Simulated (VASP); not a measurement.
# Hf (Im-3m) in VASP: a series of runs

Runs on Hf. Level: PBEsol. Tasks: single point.

All numbers are computed with VASP 6.6.1; they aren't measurements. Logs are shortened: lines on timing, memory, paths and dates and some standing lists are left out, and cuts for length are marked.

### Step 1. The cell of the first run

It takes space group Im-3m (No. 229, cubic). Conventional cell: a = 3.561 Å, b = 3.561 Å, c = 3.561 Å, α = 90.00°, β = 90.00°, γ = 90.00°. Within 4.1 Å of Hf (site symmetry m-3m) lie 14 Hf at 3.08 to 3.56 Å.

### Step 2. Single point, PBEsol (volume scaled by 0.96)

Input file INCAR:

```
SYSTEM = Hf
ALGO     = Normal         ! electronic algorithm
EDIFF    = 1E-6           ! SCF threshold, eV
ENCUT    = 520            ! plane-wave cutoff, eV
GGA      = PS             ! functional
ISIF     = 2              ! what is computed and relaxed
ISMEAR   = -1             ! smearing method
LASPH    = .True.         ! aspherical terms in the spheres
LCHARG   = .False.        ! write CHGCAR
LREAL    = .False.        ! projectors in reciprocal space
LWAVE    = .False.        ! write WAVECAR
NBANDS   = 11             ! bands
NELM     = 60             ! most SCF steps
PREC     = Accurate       ! precision mode
SIGMA    = 0.08           ! smearing width, eV
```

Input file KPOINTS:

```
k-points
0
Gamma
  16 16 16
  0 0 0
```

Input file POSCAR:

```
Hf
1.0
   -1.7806051177      1.7806051177      1.7806051177
    1.7806051177     -1.7806051177      1.7806051177
    1.7806051177      1.7806051177     -1.7806051177
Hf
1
Direct
    0.0000000000      0.0000000000      0.0000000000
```

Potentials or basis: VASP PAW PBE potentials, release 64 (Hf_pv).

On the command line:

```sh
cat potpaw_PBE.64/Hf_pv/POTCAR > POTCAR
mpirun -np 1 vasp_std > vasp.out
```

OUTCAR:

```text
SYSTEM = Hf
   EDIFF = 1E-6
   ENCUT = 520
   GGA = PS
   ISIF = 2
   ISMEAR = -1
   LASPH = .True.
   LREAL = .False.
   NELM = 60
   PREC = Accurate

 ion  position               nearest neighbor table
   1  0.000  0.000  0.000-

  LATTYP: Found a body centered cubic cell.
 ALAT       =     3.5612102354

  Lattice vectors:

 A1 = (  -1.7806051177,   1.7806051177,   1.7806051177)
 A2 = (   1.7806051177,  -1.7806051177,   1.7806051177)
 A3 = (   1.7806051177,   1.7806051177,  -1.7806051177)

Analysis of symmetry for initial positions (statically):
=====================================================================
 Subroutine PRICEL returns:
 Original cell was already a primitive cell.

 Routine SETGRP: Setting up the symmetry group for a
 body centered cubic supercell.

 Subroutine GETGRP returns: Found 48 space group operations
 (whereof 48 operations were pure point group operations)
 out of a pool of 48 trial point group operations.

The static configuration has the point symmetry O_h .

Analysis of symmetry for dynamics (positions and initial velocities):
=====================================================================
 Subroutine PRICEL returns:
 Original cell was already a primitive cell.

 Routine SETGRP: Setting up the symmetry group for a
 body centered cubic supercell.

 Subroutine GETGRP returns: Found 48 space group operations
 (whereof 48 operations were pure point group operations)
 out of a pool of 48 trial point group operations.

The dynamic configuration has the point symmetry O_h .

 Subroutine INISYM returns: Found 48 space group operations
 (whereof 48 operations are pure point group operations),
 and found     1 'primitive' translations

----------------------------------------------------------------------------------------

                                     Primitive cell

  volume of cell :      22.5820

  direct lattice vectors                    reciprocal lattice vectors
    -1.780605118  1.780605118  1.780605118     0.000000000  0.280803416  0.280803416
     1.780605118 -1.780605118  1.780605118     0.280803416  0.000000000  0.280803416
     1.780605118  1.780605118 -1.780605118     0.280803416  0.280803416  0.000000000

  length of vectors
     3.084098532  3.084098532  3.084098532     0.397116000  0.397116000  0.397116000

  position of ions in fractional coordinates (direct lattice)
     0.000000000  0.000000000  0.000000000

  ion indices of the primitive-cell ions
   primitive index   ion index
                 1           1

----------------------------------------------------------------------------------------

 KPOINTS: k-points

Automatic generation of k-mesh.
 Grid dimensions read from file:
 generate k-points for:   16   16   16

 Generating k-lattice:

  Cartesian coordinates                     Fractional coordinates (reciprocal lattice)
     0.000000000  0.017550214  0.017550214     0.062500000  0.000000000  0.000000000
     0.017550214  0.000000000  0.017550214     0.000000000  0.062500000  0.000000000
     0.017550214  0.017550214  0.000000000     0.000000000  0.000000000  0.062500000

  Length of vectors
     0.024819750  0.024819750  0.024819750

  Shift w.r.t. Gamma in fractional coordinates (k-lattice)
     0.000000000  0.000000000  0.000000000

 Subroutine IBZKPT returns following result:
 ===========================================

 Found    145 irreducible k-points:

 Following reciprocal coordinates:
            Coordinates               Weight
  0.000000  0.000000  0.000000      1.000000
  0.062500  0.000000  0.000000     12.000000
  0.125000  0.000000  0.000000     12.000000
  0.187500  0.000000  0.000000     12.000000
  0.250000  0.000000  0.000000     12.000000
  0.312500  0.000000  0.000000     12.000000
[... 16 lines left out ...]
  0.187500  0.187500  0.000000     24.000000
  0.250000  0.187500  0.000000     48.000000
 [... further k-points ...]
   k-points           NKPTS =    145   k-points in BZ     NKDIM =    145   number of bands    NBANDS=     11
   number of dos      NEDOS =    301   number of ions     NIONS =      1
   total plane-waves  NPLWV =  13824
   dimension x,y,z NGX =    24 NGY =   24 NGZ =   24
   dimension x,y,z NGXF=    48 NGYF=   48 NGZF=   48
   ions per type =               1
   NGX,Y,Z   is equivalent  to a cutoff of  12.94, 12.94, 12.94 a.u.
   NGXF,Y,Z  is equivalent  to a cutoff of  25.87, 25.87, 25.87 a.u.
 SYSTEM =  Hf
   PREC   = accura    normal or accurate (medium, high low for compatibility)
   ISTART =      0    job   : 0-new  1-cont  2-samecut
   ICHARG =      2    charge: 1-file 2-atom 10-const
   ISPIN  =      1    spin polarized calculation?
   LNONCOLLINEAR =      F non collinear calculations
   LSORBIT =      F    spin-orbit coupling
   LASPH  =      T    aspherical Exc in radial PAW
   ENCUT  =  520.0 eV  38.22 Ry    6.18 a.u.   5.73  5.73  5.73*2*pi/ulx,y,z
   NELM   =     60;   NELMIN=  2; NELMDL= -5     # of ELM steps
   EDIFF  = 0.1E-05   stopping-criterion for ELM
   LREAL  =      F    real-space projection
   EDIFFG = 0.1E-04   stopping-criterion for IOM
   NSW    =      0    number of steps for IOM
   IBRION =     -1    ionic relax: 0-MD 1-quasi-New 2-CG
   NFREE  =      0    steps in history (QN), initial steepest desc. (CG)
   ISIF   =      2    stress and relaxation
   ISYM   =      2    0-nonsym 1-usesym 2-fastsym
   POTIM  = 0.5000    time-step for ionic-motion
   TEBEG  =    0.0;   TEEND  =   0.0 temperature during run
   PSTRESS=    0.0 pullay stress
   NELECT =      10.0000    total number of electrons
   NUPDOWN=      -1.0000    fix difference up-down
   EMIN   =  10.00;   EMAX   =-10.00  energy-range for DOS
   EFERMI =   0.00;   METHOD = LEGACY
   ISMEAR =    -1;   SIGMA  =   0.08  broadening in eV -4-tet -1-fermi 0-gaus
   EFERMI_NEDOS =   21; number of points for ismear=-14 and -15
   IALGO  =     38    algorithm
   IMIX   =      4    mixing-type and parameters
     AMIX     =   0.40;   BMIX     =  1.00
     AMIX_MAG =   1.60;   BMIX_MAG =  1.00
  volume/ion in A,a.u.               =      22.58       152.39
  Fermi-wavevector in a.u.,A,eV,Ry     =   1.247826  2.358048 21.185205  1.557069
  Thomas-Fermi vector in A             =   2.381940
   LORBIT       =      0    0 simple, 1 ext, 2 COOP (PROOUT), +10 PAW based schemes
   GGA     = PS    functional components
   LHFCALC =     F    Hartree Fock is set to
   AEXX    =    0.0000 exact exchange contribution
   IVDW    =     0    specifies the selected vdW correction
   LEPSILON=     F    determine dielectric tensor
   LRPA    =     F    only Hartree local field effects (RPA)
 non-spin polarized calculation
  energy-cutoff  :      520.00
  volume of cell :       22.58
 maximum number of plane-waves:       625
   NGX = 11   NGY = 11   NGZ = 11

 number of electron      10.0000002 magnetization

 Free energy of the ion-electron system (eV)
  ---------------------------------------------------
  ext. energy  EPLUGINS =         0.00000000
  ---------------------------------------------------
  free energy    TOTEN  =       -10.32770074 eV

  energy without entropy =      -10.28689756  energy(sigma->0) =      -10.30729915

 E-fermi :   4.3507     XC(G=0): -11.3482

 val. band max:        4.3357399281   @ k =   0.2500   0.2500   0.0000
 cond. band min:       4.3710510272   @ k =   0.3125   0.0000   0.0000
 fundamental gap:      0.0353110991
 Fermi energy:         4.3506774049

 k-point     1 :       0.0000    0.0000    0.0000
  band No.  band energies     occupation
      1     -25.4636      2.00000
      2     -25.4636      2.00000
      3     -25.4636      2.00000
      4      -2.6588      2.00000
      5       5.8563      0.00000
      6       5.8563      0.00000
      7       5.8563      0.00000
      8       8.6232      0.00000
      9       8.6232      0.00000
     10      17.6298      0.00000
     11      17.6298      0.00000

 k-point     2 :       0.0625    0.0000    0.0000
  band No.  band energies     occupation
      1     -25.4962      2.00000
      2     -25.4738      2.00000
      3     -25.4638      2.00000
      4      -2.5153      2.00000
      5       5.7551      0.00000
      6       5.8184      0.00000
      7       5.9972      0.00000
      8       8.4579      0.00000
      9       8.6215      0.00000
     10      17.5704      0.00000
     11      17.7677      0.00000

 k-point     3 :       0.1250    0.0000    0.0000
  band No.  band energies     occupation
      1     -25.5878      2.00000
      2     -25.5026      2.00000
      3     -25.4641      2.00000
      4      -2.0994      2.00000
      5       5.4834      0.00000
      6       5.6562      0.00000
      7       6.4155      0.00000
      8       8.1524      0.00000
      9       8.6279      0.00000
     10      17.5645      0.00000
     11      18.0889      0.00000

 k-point     4 :       0.1875    0.0000    0.0000
  band No.  band energies     occupation
      1     -25.7222      2.00000
      2     -25.5455      2.00000
      3     -25.4646      2.00000
      4      -1.4579      2.00000
      5       5.1142      0.00014
      6       5.3120      0.00001
      7       7.0965      0.00000
      8       8.0170      0.00000
      9       8.6695      0.00000
     10      17.5613      0.00000
     11      18.2325      0.00000
[... 239 lines left out ...]
 k-point    22 :       0.4375    0.1250    0.0000
  band No.  band energies     occupation
      1     -26.2225      2.00000
      2     -25.7626      2.00000
      3     -25.5096      2.00000
      4       1.4240      2.00000
      5       3.8889      1.99379
      6       4.9683      0.00089
      7       8.2633      0.00000
      8       9.5792      0.00000
      9      12.3152      0.00000
     10      13.6284      0.00000
     11      15.6804      0.00000

 k-point    23 :       0.1875    0.1875    0.0000
  band No.  band energies     occupation
      1     -26.0110      2.00000
      2     -25.6558      2.00000
      3     -25.5212      2.00000
      4       0.4536      2.00000
      5       4.1794      1.78954
      6       4.5180      0.21996
      7       7.8334      0.00000
      8       9.2787      0.00000
      9       9.5735      0.00000
     10      16.4791      0.00000
     11      17.5827      0.00000

 k-point    24 :       0.2500    0.1875    0.0000
  band No.  band energies     occupation
      1     -26.0906      2.00000
      2     -25.7227      2.00000
      3     -25.5317      2.00000
      4       1.1937      2.00000
      5       3.9076      1.99217
      6       4.3935      0.73855
      7       8.0446      0.00000
      8       9.3235      0.00000
      9      10.7396      0.00000
     10      15.2244      0.00000
     11      17.5725      0.00000

 [... further k-points ...]

------------------------ aborting loop because EDIFF is reached ----------------------------------------

  FORCE on cell =-STRESS in cart. coord.  units (eV):
  Direction    XX          YY          ZZ          XY          YZ          ZX
  --------------------------------------------------------------------------------------
  -------------------------------------------------------------------------------------
  Total       -0.8345879     -0.8345879     -0.8345879     -0.0000000     -0.0000000     -0.0000000
  in kB      -59.2133732    -59.2133732    -59.2133732     -0.0000000     -0.0000000     -0.0000000
  external PRESSURE =     -59.2133732 kB  Pullay stress =       0.0000000 kB

 VOLUME and BASIS-vectors are now :
 -----------------------------------------------------------------------------
  energy-cutoff  :      520.00
  volume of cell :       22.58
      direct lattice vectors                 reciprocal lattice vectors
    -1.780605118  1.780605118  1.780605118     0.000000000  0.280803416  0.280803416
     1.780605118 -1.780605118  1.780605118     0.280803416  0.000000000  0.280803416
     1.780605118  1.780605118 -1.780605118     0.280803416  0.280803416  0.000000000

 POSITION                                       TOTAL-FORCE (eV/Angst)
 -----------------------------------------------------------------------------------
      0.00000      0.00000      0.00000        -0.000000      0.000000     -0.000000
 -----------------------------------------------------------------------------------
    total drift:                               -0.000000      0.000000      0.000000

  FREE ENERGIE OF THE ION-ELECTRON SYSTEM (eV)
  ---------------------------------------------------
  free  energy   TOTEN  =       -10.3277007402 eV

  energy  without entropy=      -10.2868975639  energy(sigma->0) =      -10.30729915
```

It took 8.5 s on 1 thread of Intel Xeon 6975P-C (Granite Rapids), shared host; peak memory 0.16 GiB.

Results:

* Free energy: -10.3277 eV
* Pressure: -5.9 GPa
* Band gap on the k mesh: zero (band 5 reaches 5.86 eV, above the bottom of band 6 at 3.61 eV)

Levels at points of the mesh, in eV from the Fermi level:
| k point | band 2 | band 3 | band 4 | band 5 | band 6 | band 7 | band 8 | band 9 |
| --- | --- | --- | --- | --- | --- | --- | --- | --- |
| (0.00, 0.00, 0.00) | -29.81 | -29.81 | -7.01 | 1.51 | 1.51 | 1.51 | 4.27 | 4.27 |
| (0.50, 0.00, 0.00) | -30.07 | -29.82 | -3.35 | -0.49 | 1.06 | 4.09 | 5.09 | 7.53 |
| (0.50, 0.50, 0.50) | -30.37 | -30.37 | -2.52 | -2.52 | 6.71 | 6.71 | 6.71 | 7.15 |

Caveat: the PAW data sets were made with another functional, which shifts forces and pressure a little; spin-orbit coupling is left out, which moves the levels of the heavy elements.

### Step 3. Single point, PBEsol (volume scaled by 0.99)

Input file INCAR:

```
PREC     = Accurate       # precision mode
ENCUT    = 520            # plane-wave cutoff, eV
EDIFF    = 1E-6           # SCF threshold, eV
ISMEAR   = -1             # smearing method
SIGMA    = 0.08           # smearing width, eV
LREAL    = F              # projectors in reciprocal space
LASPH    = T              # aspherical terms in the spheres
NELM     = 80             # most SCF steps
ALGO     = Normal         # electronic algorithm
ISIF     = 2              # what is computed and relaxed
LWAVE    = F              # write WAVECAR
LCHARG   = F              # write CHGCAR
GGA      = PS             # functional
NBANDS   = 11             # bands
```

Input file KPOINTS:

```
Automatic mesh
0
Gamma
  16 16 16
```

Input file POSCAR:

```
Hf
1.0
   -1.7989631656      1.7989631656      1.7989631656
    1.7989631656     -1.7989631656      1.7989631656
    1.7989631656      1.7989631656     -1.7989631656
Hf
1
Direct
    0.0000000000      0.0000000000      0.0000000000
```

Potentials or basis: VASP PAW PBE potentials, release 64 (Hf_pv).

On the command line:

```sh
cat potpaw_PBE.64/Hf_pv/POTCAR > POTCAR
mpirun -np 1 vasp_std > vasp.out
```

Run time: 8.6 s. Hardware: 1 thread of Intel Xeon 6975P-C (Granite Rapids), shared host; peak memory 0.16 GiB.

The run converged. Its results:

* Free energy: -10.2960 eV
* Pressure: -8.5 GPa
* Band gap on the k mesh: zero (band 5 reaches 5.63 eV, above the bottom of band 6 at 3.43 eV)

Levels at points of the mesh, in eV from the Fermi level:
| k point | band 2 | band 3 | band 4 | band 5 | band 6 | band 7 | band 8 | band 9 |
| --- | --- | --- | --- | --- | --- | --- | --- | --- |
| (0.00, 0.00, 0.00) | -29.94 | -29.94 | -6.91 | 1.48 | 1.48 | 1.48 | 4.15 | 4.15 |
| (0.50, 0.00, 0.00) | -30.17 | -29.94 | -3.26 | -0.44 | 0.95 | 3.95 | 4.92 | 7.26 |
| (0.50, 0.50, 0.50) | -30.45 | -30.45 | -2.40 | -2.40 | 6.48 | 6.48 | 6.48 | 6.91 |

Caveat: the PAW data sets were made with another functional, which shifts forces and pressure a little; spin-orbit coupling is left out, which moves the levels of the heavy elements.

### Step 4. Single point, PBEsol (volume scaled by 1.02)

Input file INCAR:

```
SYSTEM = Hf
  PREC = Accurate
  ENCUT = 520
  EDIFF = 1E-6
  ISMEAR = -1
  SIGMA = 0.08
  LREAL = .False.
  LASPH = .True.
  NELM = 80
  ALGO = Normal
  ISIF = 2
  LWAVE = .False.
  LCHARG = .True.
  GGA = PS
  LELF = .True.
  LVHAR = .True.
  NBANDS = 11
```

Input file KPOINTS:

```
regular mesh
0
Gamma
  16 16 16
  0 0 0
```

Input file POSCAR:

```
Hf
1.0
   -1.8169539908      1.8169539908      1.8169539908
    1.8169539908     -1.8169539908      1.8169539908
    1.8169539908      1.8169539908     -1.8169539908
Hf
1
Direct
    0.0000000000      0.0000000000      0.0000000000
```

On the command line:

```sh
cat potpaw_PBE.64/Hf_pv/POTCAR > POTCAR
mpirun -np 1 vasp_std > vasp.out
```

Wall time 9 s (1 thread of Intel Xeon 6975P-C (Granite Rapids), shared host); peak memory 0.16 GiB.

The run converged. Its results:

```yaml
Free_energy: -10.2539 eV
Pressure: -10.6 GPa
Band_gap_on_the_k_mesh: zero (band 5 reaches 5.41 eV, above the bottom of band 6 at 3.26 eV)
```

Levels at points of the mesh, in eV from the Fermi level:
```
           k point  band 1  band 2  band 3  band 4  band 5  band 6  band 7  band 8  band 9  band 10
(0.00, 0.00, 0.00)  -30.06  -30.06  -30.06   -6.82    1.45    1.45    1.45    4.04    4.04    12.99
(0.50, 0.00, 0.00)  -30.71  -30.27  -30.06   -3.18   -0.40    0.85    3.83    4.76    7.00     9.22
(0.50, 0.50, 0.50)  -30.52  -30.52  -30.52   -2.29   -2.29    6.26    6.26    6.26    6.69     6.69
```

Caveat: the PAW data sets were made with another functional, which shifts forces and pressure a little; spin-orbit coupling is left out, which moves the levels of the heavy elements.

### Step 5. The runs side by side

| cell | gap on the mesh (eV) | pressure (GPa) |
| --- | --- | --- |
| a = 3.084 Å, angles 109.5°, 1 atom | none | -5.9 |
| a = 3.116 Å, angles 109.5°, 1 atom | none | -8.5 |
| a = 3.147 Å, angles 109.5°, 1 atom | none | -10.6 |

Alike in all rows: task single point; level PBEsol; potentials or basis VASP PAW PBE potentials, release 64 (Hf_pv); no spin polarisation; k mesh 16 × 16 × 16; cutoff (eV) 520; smearing fermi-dirac 0.08 eV.

Caveats: the PAW data sets were made with another functional, which shifts forces and pressure a little; spin-orbit coupling is left out, which moves the levels of the heavy elements.

Total energies depend on the potentials used, so only differences within one code and one set of settings carry meaning.
